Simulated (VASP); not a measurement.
Runs of VASP 6.6.1 on SiHgRh. The structure is that of space group P-6m2 (No. 187), or close to it. The cells are those of the table. The cell was generated, and may not be a known phase.

| task | cell | k mesh | cutoff (eV) | gap on the mesh (eV) | pressure (GPa) | relaxed volume (Å³/atom) |
| --- | --- | --- | --- | --- | --- | --- |
| single point | a = 3.901, b = 3.901, c = 3.825 Å, angles 90.0, 90.0, 120.0°, 3 atoms | 6 × 6 × 4 | 520 | none | 16.6 | - |
| single point | a = 4.446, b = 4.446, c = 2.890 Å, angles 90.0, 90.0, 120.0°, 3 atoms | 6 × 6 × 6 | 520 | none | (a) | - |
| relaxation of cell and atoms | relaxed from a = 4.463, b = 4.463, c = 2.865 Å, angles 90.0, 90.0, 120.0°, 3 atoms | 6 × 6 × 6 | 600 | none | -0.1 | 16.63 |
| single point | a = 4.463, b = 4.463, c = 2.865 Å, angles 90.0, 90.0, 120.0°, 3 atoms | 6 × 6 × 4 | 520 | none | 0.8 | - |
| relaxation of cell and atoms | relaxed from a = 3.901, b = 3.901, c = 3.825 Å, angles 90.0, 90.0, 120.0°, 3 atoms | 6 × 6 × 4 | 600 | none | 0.1 | 16.58 |
| single point | a = 4.463, b = 4.463, c = 2.866 Å, angles 90.0, 90.0, 120.0°, 3 atoms | 12 × 12 × 16 | 520 | none | (b) | - |
| relaxation of cell and atoms | relaxed from a = 4.446, b = 4.446, c = 2.890 Å, angles 90.0, 90.0, 120.0°, 3 atoms | 12 × 12 × 16 | 600 | none | 0.0 | 16.58 |

Alike in all rows: level PBE; potentials or basis VASP PAW PBE potentials, release 64 (Si, Hg, Rh_pv); no spin polarisation; smearing gaussian 0.1 eV.

Estimate the missing entries.

(a) 0.9; (b) 0.7.

Caveats: some runs use coarse meshes; spin-orbit coupling is left out, which moves the levels of the heavy elements; a cell axis changed by over 15 % at a fixed basis, so the end point is rough (at least some runs).

A k mesh can miss the band edges, and the runs leave out spin-orbit coupling on Hg, Rh.

A gap of «none» marks levels without a gap at the run's occupations.
